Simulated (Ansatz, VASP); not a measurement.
## Two plane-wave programs on K

POSCAR

```
K
1.0
    4.0095762686      0.0000000000      0.0000000000
    0.0000000000      4.0095762686      0.0000000000
    0.0000000000      0.0000000000      4.4502287005
K
1
Direct
    0.0000000000      0.0000000000      0.0000000000
```

File INCAR.step1:

```
SYSTEM = K
PREC = Accurate ; ENCUT = 520
ISMEAR = 0 ; SIGMA = 0.15
LREAL = .False. ; LASPH = .True.
NELM = 100 ; NBANDS = 10
GGA = PE ; ALGO = Normal
EDIFF = 1E-4 ; LWAVE = .True.
LCHARG = .False.
```

Contents of INCAR.step2:

```
SYSTEM = K
PREC = Accurate ; ENCUT = 520
EDIFF = 1E-6 ; ISMEAR = 0
SIGMA = 0.15 ; LREAL = .False.
LASPH = .True. ; NELM = 100
ALGO = Normal ; ISIF = 2
LWAVE = .False. ; LCHARG = .False.
METAGGA = R2SCAN ; LMIXTAU = .True.
NBANDS = 10 ; ISTART = 1
```

KPOINTS

```
regular mesh
0
Gamma
  12 12 12
  0 0 0
```

Input for Ansatz:

```yaml
crystal:
  lattice:
    - [4.0095762686, 0.0, 0.0]
    - [0.0, 4.0095762686, 0.0]
    - [0.0, 0.0, 4.4502287005]
  atoms:
    - { symbol: K, position: [0.0, 0.0, 0.0] }
basis:
  ecutwfc: 500
kpoints:
  mp_grid: { grid: [12, 12, 12] }
hamiltonian:
  xc: r2scan
scf:
  occupations: { method: gaussian, width: 0.15 }
output:
  forces: true
  stress: true
  eigenvalues: true
  write_density: true
  write_potential: true
  elf: true
  volumetric_format: npy
```

Alike in both runs: task single point; functional r2SCAN; k mesh 12 × 12 × 12; occupations gaussian, width 0.15 eV; no spin polarisation.

|  | VASP | Ansatz |
| --- | --- | --- |
| version | VASP 6.6.1 | Ansatz 0.2.0 |
| potentials or method | VASP PAW PBE potentials, release 64 (K_sv), cutoff 520 eV | scalar-relativistic, plane waves, PAW |
| valence electrons in the cell | 9 | 9 |

VASP gave:

| Quantity | Value |
| --- | --- |
| gap on the k mesh at the Fermi level (eV) | none |
| pressure (GPa) | 0.4 |
| traceless stress, the component that is largest in VASP (GPa) | -0.85 |

Q: Estimate Ansatz's values.

A: gap on the k mesh at the Fermi level (eV): none; pressure (GPa): 0.4; traceless stress, the component that is largest in VASP (GPa): -0.84.

VASP's potentials were made for PBE, not for r2SCAN. A gap of «none» marks a metal or a gap that the smearing closes.
